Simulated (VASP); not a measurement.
# CoPdO2 (R-3m) in VASP: further runs, part 2 of 2

VASP 6.6.1. Earlier steps stand in the parts before.

### Step 4. Single point, LDA (functional LDA, strained)

INCAR reads:

```
SYSTEM = CoPdO2
PREC = Accurate
ENCUT = 520
EDIFF = 1E-6
ISMEAR = 0
SIGMA = 0.1
LREAL = .FALSE.
LASPH = .TRUE.
NELM = 100
ALGO = Normal
ISIF = 2
LWAVE = .FALSE.
LCHARG = .TRUE.
LELF = .TRUE.
LVHAR = .TRUE.
NBANDS = 24
```

KPOINTS reads:

```
Automatic mesh
0
G
  18 18 18
  0 0 0
```

POSCAR reads:

```
CoPdO2
1.0
    1.4262638026      0.8234537904      5.7564584747
   -1.4262638026      0.8234537904      5.7564584747
    0.0000000000     -1.6469075808      5.7564584747
Co Pd O
1 1 2
Direct
    0.5000000000      0.5000000000      0.5000000000
    0.0000000000      0.0000000000      0.0000000000
    0.8756553546      0.8756553546      0.8756553546
    0.1243446454      0.1243446454      0.1243446454
```

Potentials or basis: VASP PAW LDA potentials, release 64 (Co, Pd, O).

Started as:

```console
$ cat potpaw_LDA.64/Co/POTCAR potpaw_LDA.64/Pd/POTCAR potpaw_LDA.64/O/POTCAR > POTCAR
$ mpirun -np 1 vasp_std > vasp.out
```

OUTCAR:

```text
SYSTEM = CoPdO2
   PREC = Accurate
   ENCUT = 520
   EDIFF = 1E-6
   ISMEAR = 0
   LREAL = .FALSE.
   LASPH = .TRUE.
   NELM = 100
   ISIF = 2

 ion  position               nearest neighbor table
   1  0.500  0.500  0.500-   4 1.80   4 1.80   3 1.80   3 1.80   4 1.80   3 1.80
   2  0.000  0.000  0.000-   3 2.15   4 2.15
   3  0.876  0.876  0.876-   1 1.80   1 1.80   1 1.80   2 2.15
   4  0.124  0.124  0.124-   1 1.80   1 1.80   1 1.80   2 2.15

  LATTYP: Found a trigonal (rhomboedric) cell.
 ALAT       =     5.9874133606
 COS(alpha) =     0.8865116630

  Lattice vectors:

 A1 = (   1.4262638026,   0.8234537904,   5.7564584747)
 A2 = (  -1.4262638026,   0.8234537904,   5.7564584747)
 A3 = (   0.0000000000,  -1.6469075808,   5.7564584747)

Analysis of symmetry for initial positions (statically):
=====================================================================
 Subroutine PRICEL returns:
 Original cell was already a primitive cell.

 Routine SETGRP: Setting up the symmetry group for a
 trigonal (rhombohedral) supercell.

 Subroutine GETGRP returns: Found 12 space group operations
 (whereof 12 operations were pure point group operations)
 out of a pool of 12 trial point group operations.

The static configuration has the point symmetry D_3d.

Analysis of symmetry for dynamics (positions and initial velocities):
=====================================================================
 Subroutine PRICEL returns:
 Original cell was already a primitive cell.

 Routine SETGRP: Setting up the symmetry group for a
 trigonal (rhombohedral) supercell.

 Subroutine GETGRP returns: Found 12 space group operations
 (whereof 12 operations were pure point group operations)
 out of a pool of 12 trial point group operations.

The dynamic configuration has the point symmetry D_3d.

 Subroutine INISYM returns: Found 12 space group operations
[... 113 lines left out ...]
   NUPDOWN=      -1.0000    fix difference up-down
   EMIN   =  10.00;   EMAX   =-10.00  energy-range for DOS
   EFERMI =   0.00;   METHOD = LEGACY
   ISMEAR =     0;   SIGMA  =   0.10  broadening in eV -4-tet -1-fermi 0-gaus
   EFERMI_NEDOS =   21; number of points for ismear=-14 and -15
   IALGO  =     38    algorithm
   IMIX   =      4    mixing-type and parameters
     AMIX     =   0.40;   BMIX     =  1.00
     AMIX_MAG =   1.60;   BMIX_MAG =  1.00
  volume/ion in A,a.u.               =      10.14        68.44
  Fermi-wavevector in a.u.,A,eV,Ry     =   1.496742  2.828431 30.480252  2.240235
  Thomas-Fermi vector in A             =   2.608719
   LORBIT       =      0    0 simple, 1 ext, 2 COOP (PROOUT), +10 PAW based schemes
   GGA     = CA    functional components
   LHFCALC =     F    Hartree Fock is set to
   AEXX    =    0.0000 exact exchange contribution
   IVDW    =     0    specifies the selected vdW correction
   LEPSILON=     F    determine dielectric tensor
   LRPA    =     F    only Hartree local field effects (RPA)
 non-spin polarized calculation
 Gauss-broadening in eV      SIGMA  =   0.10
  energy-cutoff  :      520.00
  volume of cell :       40.56
 maximum number of plane-waves:      1108
 NGX is ok and might be reduce to    48
   NGX = 23   NGY = 23   NGZ = 23

 number of electron      31.0000002 magnetization

 Free energy of the ion-electron system (eV)
  ---------------------------------------------------
  ext. energy  EPLUGINS =         0.00000000
  ---------------------------------------------------
  free energy    TOTEN  =       -28.87959025 eV

  energy without entropy =      -28.87178498  energy(sigma->0) =      -28.87568762

 E-fermi :   7.8798     XC(G=0): -12.9756

 val. band max:        7.8762295400   @ k =  -0.3889   0.4444   0.2222
 cond. band min:       7.8801878565   @ k =   0.4444   0.2778   0.0556
 fundamental gap:      0.0039583165
 Fermi energy:         7.8798426724

 k-point     1 :       0.0000    0.0000    0.0000
  band No.  band energies     occupation
      1     -14.1910      2.00000
      2     -10.5290      2.00000
      3      -0.5603      2.00000
      4      -0.1788      2.00000
      5      -0.1788      2.00000
      6       2.9914      2.00000
[... 637 lines left out ...]
     23      21.7851      0.00000
     24      22.2764      0.00000

 [... further k-points ...]
[... 5 lines left out ...]
  --------------------------------------------------------------------------------------
  -------------------------------------------------------------------------------------
  Total        2.9930382      2.9930382     -0.4438686      0.0000000      0.0000000     -0.0000000
  in kB      118.2162359    118.2162360    -17.5315091      0.0000000      0.0000000     -0.0000000
  external PRESSURE =      72.9669876 kB  Pullay stress =       0.0000000 kB

 VOLUME and BASIS-vectors are now :
 -----------------------------------------------------------------------------
  energy-cutoff  :      520.00
  volume of cell :       40.56
      direct lattice vectors                 reciprocal lattice vectors
     1.426263803  0.823453790  5.756458475     0.350566283  0.202399538  0.057905974
    -1.426263803  0.823453790  5.756458475    -0.350566283  0.202399538  0.057905974
     0.000000000 -1.646907581  5.756458475     0.000000000 -0.404799076  0.057905974

 POSITION                                       TOTAL-FORCE (eV/Angst)
 -----------------------------------------------------------------------------------
      0.00000      0.00000      8.63469         0.000000      0.000000      0.000000
      0.00000      0.00000      0.00000         0.000000      0.000000      0.000000
      0.00000      0.00000     15.12202         0.000000     -0.000000      4.928382
      0.00000      0.00000      2.14735         0.000000      0.000000     -4.928382
 -----------------------------------------------------------------------------------
    total drift:                               -0.000000     -0.000000     -0.000000

  FREE ENERGIE OF THE ION-ELECTRON SYSTEM (eV)
  ---------------------------------------------------
  free  energy   TOTEN  =       -28.8795902522 eV

  energy  without entropy=      -28.8717849846  energy(sigma->0) =      -28.87568762
```

It took 22 min on 1 thread of Intel Xeon 6975P-C (Granite Rapids), shared host; peak memory 0.75 GiB.

What came out:

| Property | Result |
| --- | --- |
| Free energy | -28.8796 eV |
| Pressure | 7.3 GPa |
| Largest force | 4.928 eV/Å |

Forces in eV/Å, atoms in the order of the input:
```
Co   0.000  0.000  0.000
Pd   0.000  0.000  0.000
O    0.000  0.000  4.928
O    0.000  0.000 -4.928
```

Levels at points of the mesh, in eV from the Fermi level:
```csv
k point,band 12,band 13,band 14,band 15,band 16,band 17,band 18,band 19,band 20,band 21
"(0.00, 0.00, 0.00)",-1.93,-1.93,-1.28,-1.28,-0.46,1.91,2.68,2.68,6.05,10.51
"(0.50, 0.00, 0.00)",-1.63,-1.46,-0.90,-0.15,0.32,1.24,2.33,3.22,7.64,10.63
"(0.50, 0.50, 0.00)",-1.54,-1.45,-1.25,-0.15,0.08,1.72,2.49,3.11,8.18,9.64
"(0.50, 0.50, 0.50)",-1.94,-1.94,-0.91,-0.91,0.03,2.46,2.54,2.54,5.06,9.68
```

Caveat: the cell differs from its parent crystal (functional LDA, strained); an odd number of electrons without spin polarisation forces a metal; a magnetic or distorted state may lie lower; the run has no spin polarisation, though such a crystal can be magnetic; semilocal functionals often make such compounds metallic where correlation or magnetic order opens a gap, which also shifts bond lengths. Spin polarisation is off, so any magnetic state and its effect on volume and gap are missing.

### Step 5. The runs side by side

```tsv
level	potentials or basis	cell	gap on the mesh (eV)	pressure (GPa)	largest force (eV/Å)
PBE	VASP PAW PBE potentials, release 64 (Co, Pd, O)	a = 6.183 Å, angles 26.8°, 4 atoms	none	-0.9	0.11
LDA	VASP PAW LDA potentials, release 64 (Co, Pd, O)	a = 6.012 Å, angles 29.1°, 4 atoms	none	-15.0	5.20
LDA	VASP PAW LDA potentials, release 64 (Co, Pd, O)	a = 5.987 Å, angles 27.6°, 4 atoms	none	7.3	4.93
```

Alike in all rows: task single point; no spin polarisation; k mesh 18 × 18 × 18; cutoff (eV) 520; smearing gaussian 0.1 eV.

Caveats: an odd number of electrons without spin polarisation forces a metal; a magnetic or distorted state may lie lower; the run has no spin polarisation, though such a crystal can be magnetic; semilocal functionals often make such compounds metallic where correlation or magnetic order opens a gap, which also shifts bond lengths.

Absolute energies hang on the potentials; compare differences alone.
